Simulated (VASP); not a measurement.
# Ba2HfC3 (Fmmm) in VASP: single point with PBE

Aim: the single point of Ba2HfC3 with PBE.

Everything below comes from runs of VASP 6.6.1. Logs are shortened: lines on timing, memory, paths and dates and some standing lists are left out, and cuts for length are marked.

**1. The cell of the first run**

The structure is orthorhombic, space group Fmmm (No. 69). Conventional cell: a = 3.881 Å, b = 7.818 Å, c = 20.513 Å, α = 90.00°, β = 90.00°, γ = 90.00°. Within 3.6 Å of Ba (site symmetry mm2) lie 7 C at 2.71 to 3.34 Å. Within 2.6 Å of Hf (site symmetry mmm) lie 2 C at 1.94 Å. Within 2.6 Å of C (site symmetry 2/m) lie 2 C at 1.94 Å. Within 2.6 Å of C (site symmetry mmm) lie 2 Hf at 1.94 Å.

The cell was built from a structure type or drawn by symmetry, and may not be a known phase.

**2. Single point, PBE**

INCAR

```
SYSTEM = Ba2HfC3
ALGO = Normal
EDIFF = 1E-6
ENCUT = 520
GGA = PE
ISIF = 2
ISMEAR = 0
LASPH = .True.
LCHARG = .False.
LREAL = .False.
LWAVE = .False.
NBANDS = 30
NELM = 80
PREC = Accurate
SIGMA = 0.1
```

KPOINTS

```
k-points
0
Gamma
  12 12 12
  0 0 0
```

POSCAR

```
Ba2HfC3
1.0
    0.0000000000      3.9088557013     10.2567331556
    1.9404088306      0.0000000000     10.2567331556
    1.9404088306      3.9088557013      0.0000000000
Ba Hf C
2 1 3
Direct
    0.1581931816      0.1581931816      0.8418068184
    0.8418068184      0.8418068184      0.1581931816
    0.5000000000      0.5000000000      0.5000000000
    0.5000000000      0.0000000000      0.0000000000
    0.0000000000      0.5000000000      0.5000000000
    0.0000000000      0.0000000000      0.0000000000
```

Potentials or basis: VASP PAW PBE potentials, release 64 (Ba_sv, Hf_pv, C).

Command:

```bash
cat potpaw_PBE.64/Ba_sv/POTCAR potpaw_PBE.64/Hf_pv/POTCAR potpaw_PBE.64/C/POTCAR > POTCAR
mpirun -np 1 vasp_std > vasp.out
```

OUTCAR:

```text
SYSTEM = Ba2HfC3
   EDIFF = 1E-6
   ENCUT = 520
   GGA = PE
   ISIF = 2
   ISMEAR = 0
   LASPH = .True.
   LREAL = .False.
   NELM = 80
   PREC = Accurate

 ion  position               nearest neighbor table
   1  0.158  0.158  0.842-   4 2.71   5 2.71   6 3.25   5 3.34   4 3.34   4 3.34   5 3.34   3 3.78
                             3 3.78   2 4.24   2 4.24
   2  0.842  0.842  0.158-   4 2.71   5 2.71   6 3.25   4 3.34   5 3.34   5 3.34   4 3.34   3 3.78
                             3 3.78   1 4.24   1 4.24
   3  0.500  0.500  0.500-   6 1.94   6 1.94   2 3.78   1 3.78   2 3.78   1 3.78
   4  0.500  0.000  0.000-   5 1.94   5 1.94   1 2.71   2 2.71   2 3.34   1 3.34   2 3.34   1 3.34

   5  0.000  0.500  0.500-   4 1.94   4 1.94   1 2.71   2 2.71   1 3.34   2 3.34   1 3.34   2 3.34

   6  0.000  0.000  0.000-   3 1.94   3 1.94   1 3.25   2 3.25

  LATTYP: Found a face centered orthorhombic cell.
 ALAT       =     3.8808176612
 B/A-ratio  =     2.0144495529
 C/A-ratio  =     5.2858619245

  Lattice vectors:

 A1 = (   0.0000000000,   3.9088557013,  10.2567331556)
 A2 = (   1.9404088306,   0.0000000000,  10.2567331556)
 A3 = (   1.9404088306,   3.9088557013,   0.0000000000)

Analysis of symmetry for initial positions (statically):
=====================================================================
 Subroutine PRICEL returns:
 Original cell was already a primitive cell.

 Routine SETGRP: Setting up the symmetry group for a
 face centered orthorhombic supercell.

 Subroutine GETGRP returns: Found  8 space group operations
 (whereof  8 operations were pure point group operations)
 out of a pool of  8 trial point group operations.

The static configuration has the point symmetry D_2h.

Analysis of symmetry for dynamics (positions and initial velocities):
=====================================================================
 Subroutine PRICEL returns:
 Original cell was already a primitive cell.

 Routine SETGRP: Setting up the symmetry group for a
 face centered orthorhombic supercell.

 Subroutine GETGRP returns: Found  8 space group operations
 (whereof  8 operations were pure point group operations)
 out of a pool of  8 trial point group operations.

The dynamic configuration has the point symmetry D_2h.

 Subroutine INISYM returns: Found  8 space group operations
 (whereof  8 operations are pure point group operations),
 and found     1 'primitive' translations

----------------------------------------------------------------------------------------

[... 105 lines left out ...]
   NFREE  =      0    steps in history (QN), initial steepest desc. (CG)
   ISIF   =      2    stress and relaxation
   ISYM   =      2    0-nonsym 1-usesym 2-fastsym
   POTIM  = 0.5000    time-step for ionic-motion
   TEBEG  =    0.0;   TEEND  =   0.0 temperature during run
   PSTRESS=    0.0 pullay stress
   NELECT =      42.0000    total number of electrons
   NUPDOWN=      -1.0000    fix difference up-down
   EMIN   =  10.00;   EMAX   =-10.00  energy-range for DOS
   EFERMI =   0.00;   METHOD = LEGACY
   ISMEAR =     0;   SIGMA  =   0.10  broadening in eV -4-tet -1-fermi 0-gaus
   EFERMI_NEDOS =   21; number of points for ismear=-14 and -15
   IALGO  =     38    algorithm
   IMIX   =      4    mixing-type and parameters
     AMIX     =   0.40;   BMIX     =  1.00
     AMIX_MAG =   1.60;   BMIX_MAG =  1.00
  volume/ion in A,a.u.               =      25.93       175.00
  Fermi-wavevector in a.u.,A,eV,Ry     =   1.058028  1.999384 15.230687  1.119424
  Thomas-Fermi vector in A             =   2.193323
   LORBIT       =      0    0 simple, 1 ext, 2 COOP (PROOUT), +10 PAW based schemes
   GGA     = PE    functional components
   LHFCALC =     F    Hartree Fock is set to
   AEXX    =    0.0000 exact exchange contribution
   IVDW    =     0    specifies the selected vdW correction
   LEPSILON=     F    determine dielectric tensor
   LRPA    =     F    only Hartree local field effects (RPA)
 non-spin polarized calculation
 Gauss-broadening in eV      SIGMA  =   0.10
  energy-cutoff  :      520.00
  volume of cell :      155.59
 maximum number of plane-waves:      4222
 NGX is ok and might be reduce to    84
   NGX = 41   NGY = 39   NGZ = 17

 number of electron      42.0000001 magnetization

 Free energy of the ion-electron system (eV)
  ---------------------------------------------------
  ext. energy  EPLUGINS =         0.00000000
  ---------------------------------------------------
  free energy    TOTEN  =       -32.99956412 eV

  energy without entropy =      -32.97997278  energy(sigma->0) =      -32.98976845

 E-fermi :   2.4056     XC(G=0):  -8.8633

 val. band max:        2.4045666682   @ k =  -0.1667   0.4167   0.4167
 cond. band min:       2.4061639440   @ k =  -0.4167   0.0833   0.3333
 fundamental gap:      0.0015972758
 Fermi energy:         2.4056371050

 k-point     1 :       0.0000    0.0000    0.0000
  band No.  band energies     occupation
      1     -28.6683      2.00000
      2     -28.3897      2.00000
      3     -28.3803      2.00000
      4     -25.2173      2.00000
      5     -25.1816      2.00000
      6     -11.3981      2.00000
[... 781 lines left out ...]
     29       6.6807      0.00000
     30       6.9263      0.00000

 [... further k-points ...]

------------------------ aborting loop because EDIFF is reached ----------------------------------------

  FORCE on cell =-STRESS in cart. coord.  units (eV):
  Direction    XX          YY          ZZ          XY          YZ          ZX
  --------------------------------------------------------------------------------------
  -------------------------------------------------------------------------------------
  Total        0.8360196      0.6326407      0.6671321      0.0000000      0.0000000      0.0000000
  in kB        8.6088490      6.5145702      6.8697431      0.0000000      0.0000000      0.0000000
  external PRESSURE =       7.3310541 kB  Pullay stress =       0.0000000 kB

 VOLUME and BASIS-vectors are now :
 -----------------------------------------------------------------------------
  energy-cutoff  :      520.00
  volume of cell :      155.59
      direct lattice vectors                 reciprocal lattice vectors
     0.000000000  3.908855701 10.256733156    -0.257677656  0.127914673  0.048748465
     1.940408831  0.000000000 10.256733156     0.257677656 -0.127914673  0.048748465
     1.940408831  3.908855701  0.000000000     0.257677656  0.127914673 -0.048748465

 POSITION                                       TOTAL-FORCE (eV/Angst)
 -----------------------------------------------------------------------------------
      1.94041      3.90886      3.24509         0.000000      0.000000     -0.131089
      1.94041      3.90886     17.26838         0.000000      0.000000      0.131089
      1.94041      3.90886     10.25673        -0.000000      0.000000     -0.000000
      0.00000      1.95443      5.12837         0.000000     -0.000000     -0.000000
      1.94041      1.95443      5.12837         0.000000      0.000000     -0.000000
      0.00000      0.00000      0.00000         0.000000      0.000000      0.000000
 -----------------------------------------------------------------------------------
    total drift:                               -0.000000     -0.000000      0.000000

  FREE ENERGIE OF THE ION-ELECTRON SYSTEM (eV)
  ---------------------------------------------------
  free  energy   TOTEN  =       -32.9995641181 eV

  energy  without entropy=      -32.9799727836  energy(sigma->0) =      -32.98976845
```

OSZICAR:

```text
N       E                     dE             d eps       ncg     rms          rms(c)
DAV:   1     0.238963449575E+03    0.23896E+03   -0.19616E+04 16816   0.123E+03
DAV:   2    -0.226803265219E+02   -0.26164E+03   -0.25250E+03 24258   0.262E+02
DAV:   3    -0.418605003122E+02   -0.19180E+02   -0.18838E+02 22368   0.627E+01
DAV:   4    -0.423675834767E+02   -0.50708E+00   -0.50291E+00 25118   0.954E+00
[... 11 lines left out ...]
DAV:  16    -0.329996111358E+02   -0.22998E-04   -0.20597E-04 21530   0.539E-02    0.803E-02
DAV:  17    -0.329996002847E+02    0.10851E-04   -0.40044E-04 20128   0.699E-02    0.390E-01
DAV:  18    -0.329995711482E+02    0.29136E-04   -0.43442E-05 20632   0.226E-02    0.183E-01
DAV:  19    -0.329995649282E+02    0.62200E-05   -0.34921E-05 20558   0.170E-02    0.188E-02
DAV:  20    -0.329995641181E+02    0.81012E-06   -0.29770E-06 18088   0.580E-03
   1 F= -.32999564E+02 E0= -.32989768E+02  d E =-.195913E-01
```

Wall time 1.8 h (1 thread of Intel Xeon 8259CL, shared host); peak memory 1.4 GiB.

Results:

```yaml
Free_energy: -32.9996 eV
Pressure: 0.7 GPa
Largest_force: 0.131 eV/Å
Band_gap_on_the_k_mesh: zero (bands 21 and 22 overlap by 1.27 eV)
```

Forces in eV/Å, atoms in the order of the input:
```
Ba   0.000  0.000 -0.131
Ba   0.000  0.000  0.131
Hf   0.000  0.000  0.000
C    0.000  0.000  0.000
C    0.000  0.000  0.000
C    0.000  0.000  0.000
```

Caveat: spin-orbit coupling is left out, which moves the levels of the heavy elements.
